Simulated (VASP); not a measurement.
# SiNi (Pnma) in VASP: notebook, part 2 of 2

VASP 6.6.1. The steps go on from the part before.

## (4) Single point, PBEsol, collinear spin, ferromagnetic start

INCAR reads:

```
PREC     = Accurate       # precision mode
ENCUT    = 520            # plane-wave cutoff, eV
EDIFF    = 1E-6           # SCF threshold, eV
ISMEAR   = -1             # smearing method
SIGMA    = 0.05           # smearing width, eV
LREAL    = F              # projectors in reciprocal space
LASPH    = T              # aspherical terms in the spheres
NELM     = 150            # most SCF steps
ALGO     = Normal         # electronic algorithm
ISIF     = 2              # what is computed and relaxed
LWAVE    = F              # write WAVECAR
LCHARG   = T              # write CHGCAR
ISPIN    = 2              # spin polarisation
MAGMOM   = 2 2 2 2 0 0 0 0 # initial moments
LORBIT   = 11             # projections on sites
NUPDOWN  = 8.0            # fixed moment
LMAXMIX  = 4              # l up to which the mixer works
GGA      = PS             # functional
LELF     = T              # ELF
LVHAR    = T            
NBANDS   = 42             # bands
```

KPOINTS reads:

```
regular mesh
0
Gamma
  5 7 4
```

POSCAR reads:

```
SiNi
1.0
    5.1731000000      0.0000000000      0.0000000000
    0.0000000000      3.3381000000      0.0000000000
    0.0000000000      0.0000000000      5.6049000000
Ni Si
4 4
Direct
    0.9922100000      0.7500000000      0.8124800000
    0.5077900000      0.2500000000      0.3124800000
    0.4922100000      0.7500000000      0.6875200000
    0.0077900000      0.2500000000      0.1875200000
    0.6787200000      0.2500000000      0.9175000000
    0.8212800000      0.7500000000      0.4175000000
    0.1787200000      0.2500000000      0.5825000000
    0.3212800000      0.7500000000      0.0825000000
```

Potentials or basis: VASP PAW PBE potentials, release 64 (Ni, Si).

Run with:

```sh
$ cat potpaw_PBE.64/Ni/POTCAR potpaw_PBE.64/Si/POTCAR > POTCAR
$ mpirun -np 1 vasp_std > vasp.out
```

OUTCAR:

```text
PREC = Accurate
   ENCUT = 520
   EDIFF = 1E-6
   ISMEAR = -1
   LREAL = F
   LASPH = T
   NELM = 150
   ISIF = 2
   ISPIN = 2
   LORBIT = 11
   NUPDOWN = 8.0
   GGA = PS

 ion  position               nearest neighbor table
   1  0.992  0.750  0.812-   8 2.28   7 2.32   7 2.32   6 2.38   5 2.40   5 2.40   3 2.68   3 2.68
                             4 2.69   4 2.69
   2  0.508  0.250  0.312-   7 2.28   8 2.32   8 2.32   5 2.38   6 2.40   6 2.40   4 2.68   4 2.68
                             3 2.69   3 2.69
   3  0.492  0.750  0.688-   6 2.28   5 2.32   5 2.32   8 2.38   7 2.40   7 2.40   1 2.68   1 2.68
                             2 2.69   2 2.69
[... 2330 lines left out ...]
      3.51109      0.83452      5.14250        -0.489809      0.000000      0.171700
      4.24856      2.50357      2.34005         0.489809      0.000000      0.171700
      0.92454      0.83452      3.26485        -0.489809      0.000000     -0.171700
      1.66201      2.50357      0.46240         0.489809      0.000000     -0.171700
 -----------------------------------------------------------------------------------
    total drift:                               -0.000000      0.000000     -0.000000

  FREE ENERGIE OF THE ION-ELECTRON SYSTEM (eV)
  ---------------------------------------------------
  free  energy   TOTEN  =       -43.2977480481 eV

  energy  without entropy=      -43.2397977129  energy(sigma->0) =      -43.26877288

 total charge

# of ion       s       p       d       tot
------------------------------------------
    1        0.535   0.647   8.333   9.514
    2        0.535   0.647   8.333   9.514
    3        0.535   0.647   8.333   9.514
    4        0.535   0.647   8.333   9.514
    5        0.785   0.878   0.000   1.663
    6        0.785   0.878   0.000   1.663
    7        0.785   0.878   0.000   1.663
    8        0.785   0.878   0.000   1.663
--------------------------------------------------
tot          5.278   6.101  33.331  44.710

 magnetization (x)

# of ion       s       p       d       tot
------------------------------------------
    1        0.056   0.160   1.032   1.248
    2        0.056   0.160   1.032   1.248
    3        0.056   0.160   1.032   1.248
    4        0.056   0.160   1.032   1.248
    5        0.092   0.234   0.000   0.326
    6        0.092   0.234   0.000   0.326
    7        0.092   0.234   0.000   0.326
    8        0.092   0.234   0.000   0.326
--------------------------------------------------
tot          0.590   1.578   4.127   6.294
```

stdout:

```text
POSCAR found type information on POSCAR NiSi
 POSCAR found :  2 types and       8 ions
 scaLAPACK will be used
 -----------------------------------------------------------------------------
|                                                                             |
|                                                                             |
|     You enforced a specific xc type in the INCAR file but a different       |
|     I HOPE YOU KNOW WHAT YOU ARE DOING!                                     |
|                                                                             |
 -----------------------------------------------------------------------------

 LDA part: xc-table for (Slater+PW92), standard interpolation
 POSCAR, INCAR and KPOINTS ok, starting setup
 FFT: planning ... GRIDC
 FFT: planning ... GRID_SOFT
 FFT: planning ... GRID
 WAVECAR not read
 entering main loop
```

It took 7.7 min on 1 thread of Oxide Virtual Turin-like, shared host; peak memory 0.34 GiB.

Results:

- Free energy: -43.2977 eV
- Pressure: 16.9 GPa
- Largest force: 0.519 eV/Å
- Net moment: 8.00 μB per cell
- Site moments: Ni +1.25; Si +0.33 μB
- Valence electrons inside the program's atomic spheres: Ni 9.51; Si 1.66

Forces in eV/Å, atoms in the order of the input:
```
Ni  -0.410  0.000  0.148
Ni   0.410  0.000  0.148
Ni  -0.410  0.000 -0.148
Ni   0.410  0.000 -0.148
Si  -0.490  0.000  0.172
Si   0.490  0.000  0.172
Si  -0.490  0.000 -0.172
Si   0.490  0.000 -0.172
```

Stress tensor (GPa, compression positive):
```
15.78  0.00  0.00
 0.00 18.12  0.00
 0.00  0.00 16.78
```

Caveat: the cell stands under pressure; the PAW data sets were made with another functional, which shifts forces and pressure a little; the total moment is fixed, so each spin has its own Fermi level and the state may be an excited one.

## (5) Single point, r2SCAN, collinear spin, ferromagnetic start

POSCAR is that of step 4.

INCAR.step1 reads:

```
PREC     = Accurate       # precision mode
ENCUT    = 520            # plane-wave cutoff, eV
ISMEAR   = -1             # smearing method
SIGMA    = 0.05           # smearing width, eV
LREAL    = F              # projectors in reciprocal space
LASPH    = T              # aspherical terms in the spheres
NELM     = 150            # most SCF steps
ISPIN    = 2              # spin polarisation
MAGMOM   = 1 1 1 1 0 0 0 0 # initial moments
LMAXMIX  = 4              # l up to which the mixer works
NBANDS   = 42             # bands
GGA      = PE             # functional
ALGO     = Normal         # electronic algorithm
EDIFF    = 1E-4           # SCF threshold, eV
LWAVE    = T              # write WAVECAR
LCHARG   = F              # write CHGCAR
```

INCAR.step2 reads:

```
PREC     = Accurate       # precision mode
ENCUT    = 520            # plane-wave cutoff, eV
EDIFF    = 1E-7           # SCF threshold, eV
ISMEAR   = -1             # smearing method
SIGMA    = 0.05           # smearing width, eV
LREAL    = F              # projectors in reciprocal space
LASPH    = T              # aspherical terms in the spheres
NELM     = 150            # most SCF steps
ALGO     = Normal         # electronic algorithm
ISIF     = 2              # what is computed and relaxed
LWAVE    = F              # write WAVECAR
LCHARG   = F              # write CHGCAR
ISPIN    = 2              # spin polarisation
MAGMOM   = 1 1 1 1 0 0 0 0 # initial moments
LORBIT   = 11             # projections on sites
LMAXMIX  = 4              # l up to which the mixer works
METAGGA  = R2SCAN         # meta-GGA
LMIXTAU  = T            
NBANDS   = 42             # bands
ISTART   = 1
```

KPOINTS reads:

```
Automatic mesh
0
Gamma
  5 8 5
```

Potentials or basis: VASP PAW PBE potentials, release 64 (Ni, Si).

Run with:

```sh
$ cat potpaw_PBE.64/Ni/POTCAR potpaw_PBE.64/Si/POTCAR > POTCAR
$ cp INCAR.step1 INCAR
$ mpirun -np 1 vasp_std > vasp.out
$ cp INCAR.step2 INCAR
$ mpirun -np 1 vasp_std > vasp.out
```

OUTCAR:

```text
PREC = Accurate
   ENCUT = 520
   EDIFF = 1E-7
   ISMEAR = -1
   LREAL = F
   LASPH = T
   NELM = 150
   ISIF = 2
   ISPIN = 2
   LORBIT = 11
   METAGGA = R2SCAN
   ISTART = 1

 ion  position               nearest neighbor table
   1  0.992  0.750  0.812-   8 2.28   7 2.32   7 2.32   6 2.38   5 2.40   5 2.40   3 2.68   3 2.68
                             4 2.69   4 2.69
   2  0.508  0.250  0.312-   7 2.28   8 2.32   8 2.32   5 2.38   6 2.40   6 2.40   4 2.68   4 2.68
                             3 2.69   3 2.69
   3  0.492  0.750  0.688-   6 2.28   5 2.32   5 2.32   8 2.38   7 2.40   7 2.40   1 2.68   1 2.68
                             2 2.69   2 2.69
   4  0.008  0.250  0.188-   5 2.28   6 2.32   6 2.32   7 2.38   8 2.40   8 2.40   2 2.68   2 2.68
                             1 2.69   1 2.69
   5  0.679  0.250  0.917-   4 2.28   3 2.32   3 2.32   2 2.38   1 2.40   1 2.40   8 2.66   8 2.66

   6  0.821  0.750  0.417-   3 2.28   4 2.32   4 2.32   1 2.38   2 2.40   2 2.40   7 2.66   7 2.66

   7  0.179  0.250  0.583-   2 2.28   1 2.32   1 2.32   4 2.38   3 2.40   3 2.40   6 2.66   6 2.66

   8  0.321  0.750  0.083-   1 2.28   2 2.32   2 2.32   3 2.38   4 2.40   4 2.40   5 2.66   5 2.66

  LATTYP: Found a simple orthorhombic cell.
 ALAT       =     3.3381000000
 B/A-ratio  =     1.5497139091
 C/A-ratio  =     1.6790689314

  Lattice vectors:

 A1 = (   0.0000000000,  -3.3381000000,   0.0000000000)
 A2 = (   5.1731000000,   0.0000000000,   0.0000000000)
 A3 = (   0.0000000000,   0.0000000000,   5.6049000000)

Analysis of symmetry for initial positions (statically):
=====================================================================
 Subroutine PRICEL returns:
 Original cell was already a primitive cell.

 Routine SETGRP: Setting up the symmetry group for a
 simple orthorhombic supercell.

 Subroutine GETGRP returns: Found  8 space group operations
[... 212 lines left out ...]
      6       4.0400      1.00000
[... 1021 lines left out ...]
     39      17.9706      0.00000
     40      18.3893      0.00000

 [... further k-points ...]

 spin component 2

 k-point     1 :       0.0000    0.0000    0.0000
  band No.  band energies     occupation
      1      -3.3114      1.00000
      2       0.1665      1.00000
      3       1.5939      1.00000
      4       2.1553      1.00000
      5       3.4971      1.00000
      6       4.0400      1.00000
[... 1021 lines left out ...]
     39      17.9706      0.00000
     40      18.3893      0.00000

 [... further k-points ...]

 [bands above 40 left out]

------------------------ aborting loop because EDIFF is reached ----------------------------------------

  FORCE on cell =-STRESS in cart. coord.  units (eV):
  Direction    XX          YY          ZZ          XY          YZ          ZX
  --------------------------------------------------------------------------------------
  -------------------------------------------------------------------------------------
  Total       -3.2948352     -0.7968657     -1.7751178      0.0000000      0.0000000      0.0000000
  in kB      -54.5413886    -13.1909973    -29.3845935      0.0000000      0.0000000      0.0000000
  external PRESSURE =     -32.3723265 kB  Pullay stress =       0.0000000 kB

 VOLUME and BASIS-vectors are now :
 -----------------------------------------------------------------------------
  energy-cutoff  :      520.00
  volume of cell :       96.79
      direct lattice vectors                 reciprocal lattice vectors
     5.173100000  0.000000000  0.000000000     0.193307688  0.000000000  0.000000000
     0.000000000  3.338100000  0.000000000     0.000000000  0.299571613  0.000000000
     0.000000000  0.000000000  5.604900000     0.000000000  0.000000000  0.178415315

 POSITION                                       TOTAL-FORCE (eV/Angst)
 -----------------------------------------------------------------------------------
      5.13280      2.50357      4.55387         0.038604      0.000000     -0.135523
      2.62685      0.83452      1.75142        -0.038604      0.000000     -0.135523
      2.54625      2.50357      3.85348         0.038604     -0.000000      0.135523
      0.04030      0.83452      1.05103        -0.038604     -0.000000      0.135523
      3.51109      0.83452      5.14250         0.011311      0.000000      0.024857
      4.24856      2.50357      2.34005        -0.011311      0.000000      0.024857
      0.92454      0.83452      3.26485         0.011311      0.000000     -0.024857
      1.66201      2.50357      0.46240        -0.011311      0.000000     -0.024857
 -----------------------------------------------------------------------------------
    total drift:                                0.000000      0.000000     -0.000000

  FREE ENERGIE OF THE ION-ELECTRON SYSTEM (eV)
  ---------------------------------------------------
  free  energy   TOTEN  =       -86.6675758747 eV

  energy  without entropy=      -86.6504591541  energy(sigma->0) =      -86.65901751

 total charge

# of ion       s       p       d       tot
------------------------------------------
    1        0.512   0.672   8.456   9.640
    2        0.512   0.672   8.456   9.640
    3        0.512   0.672   8.456   9.640
    4        0.512   0.672   8.456   9.640
    5        0.753   0.869   0.000   1.622
    6        0.753   0.869   0.000   1.622
    7        0.753   0.869   0.000   1.622
    8        0.753   0.869   0.000   1.622
--------------------------------------------------
tot          5.062   6.162  33.825  45.048

 magnetization (x)

# of ion       s       p       d       tot
------------------------------------------
    1       -0.000  -0.000   0.000   0.000
    2       -0.000  -0.000   0.000   0.000
    3       -0.000  -0.000   0.000   0.000
    4       -0.000  -0.000   0.000   0.000
    5       -0.000  -0.000   0.000  -0.000
    6       -0.000  -0.000   0.000  -0.000
    7       -0.000  -0.000   0.000  -0.000
    8       -0.000  -0.000   0.000  -0.000
--------------------------------------------------
tot         -0.000  -0.000   0.000   0.000
```

OUTCAR.step1:

```text
PREC = Accurate
   ENCUT = 520
   ISMEAR = -1
   LREAL = F
   LASPH = T
[... 2344 lines left out ...]
      3.51109      0.83452      5.14250        -0.006106      0.000000     -0.037220
      4.24856      2.50357      2.34005         0.006106      0.000000     -0.037220
      0.92454      0.83452      3.26485        -0.006106      0.000000      0.037220
      1.66201      2.50357      0.46240         0.006106      0.000000      0.037220
 -----------------------------------------------------------------------------------
    total drift:                               -0.000000      0.000000     -0.000000

  FREE ENERGIE OF THE ION-ELECTRON SYSTEM (eV)
  ---------------------------------------------------
  free  energy   TOTEN  =       -47.5936826698 eV

  energy  without entropy=      -47.5752834437  energy(sigma->0) =      -47.58448306
```

OSZICAR.step1:

```text
N       E                     dE             d eps       ncg     rms          rms(c)
DAV:   1     0.371751689719E+03    0.37175E+03   -0.23653E+04  7560   0.157E+03
DAV:   2    -0.208915196311E+02   -0.39264E+03   -0.37086E+03  7562   0.340E+02
DAV:   3    -0.531960370402E+02   -0.32305E+02   -0.30823E+02  8544   0.113E+02
DAV:   4    -0.542180670427E+02   -0.10220E+01   -0.10150E+01  9048   0.187E+01
DAV:   5    -0.542495852106E+02   -0.31518E-01   -0.31498E-01  9346   0.313E+00    0.294E+01
DAV:   6    -0.645522930290E+02   -0.10303E+02   -0.10366E+02  8872   0.155E+02    0.384E+01
DAV:   7    -0.476066170325E+02    0.16946E+02   -0.38798E+01  8978   0.977E+01    0.587E+00
DAV:   8    -0.476980166000E+02   -0.91400E-01   -0.48713E+00 10952   0.174E+01    0.388E+00
DAV:   9    -0.475945963240E+02    0.10342E+00   -0.49803E-01  9810   0.851E+00    0.946E-01
DAV:  10    -0.475950098516E+02   -0.41353E-03   -0.18573E-02  9936   0.147E+00    0.576E-01
DAV:  11    -0.475939294660E+02    0.10804E-02   -0.17528E-03  9142   0.307E-01    0.322E-01
DAV:  12    -0.475936772338E+02    0.25223E-03   -0.10104E-03  7928   0.437E-01    0.133E-01
DAV:  13    -0.475936826698E+02   -0.54360E-05   -0.12937E-04  4664   0.139E-01
   1 F= -.47593683E+02 E0= -.47584483E+02  d E =-.183992E-01  mag=     0.0019
```

Wall time 28 min (1 thread of Oxide Virtual Turin-like, shared host); peak memory 0.39 GiB.

What came out:

* Free energy: -86.6676 eV
* Pressure: -3.2 GPa
* Largest force: 0.141 eV/Å
* Band gap on the k mesh: zero (filled and empty bands overlap)
* Net moment: 0.00 μB per cell
* Valence electrons inside the program's atomic spheres: Ni 9.64; Si 1.62

Forces in eV/Å, atoms in the order of the input:
```
Ni   0.039  0.000 -0.136
Ni  -0.039  0.000 -0.136
Ni   0.039  0.000  0.136
Ni  -0.039  0.000  0.136
Si   0.011  0.000  0.025
Si  -0.011  0.000  0.025
Si   0.011  0.000 -0.025
Si  -0.011  0.000 -0.025
```

Caveat: the cell stands under tension; the moments typed at the start vanished in this run; the PAW data sets were made with another functional, which shifts forces and pressure a little.

## (6) Summary

```tsv
level	fixed moment (μB)	k mesh	gap on the mesh (eV)	pressure (GPa)	moment (μB)	largest force (eV/Å)
BLYP	-	5 × 8 × 5	none	10.4	0.00	0.15
PBEsol	6.0	5 × 7 × 4	-	9.3	6.00	0.39
PBEsol	8.0	5 × 7 × 4	-	16.9	8.00	0.52
r2SCAN	-	5 × 8 × 5	none	-3.2	0.00	0.14
```

Alike in all rows: task single point; potentials or basis VASP PAW PBE potentials, release 64 (Ni, Si); spin collinear, ferromagnetic start; cell as given; cutoff (eV) 520; smearing fermi-dirac 0.05 eV.

The pressure there spans -3.2 GPa (r2SCAN) to 16.9 GPa (PBEsol); a positive pressure means that this level wants a larger cell, a negative one a smaller.

Caveats: the PAW data sets were made with another functional, which shifts forces and pressure a little; the cell stands under pressure (at least some runs); the moments typed at the start vanished in this run (at least some runs); the total moment is fixed, so each spin has its own Fermi level and the state may be an excited one (at least some runs); the cell stands under tension (at least some runs).

Absolute energies hang on the potentials; compare differences alone.
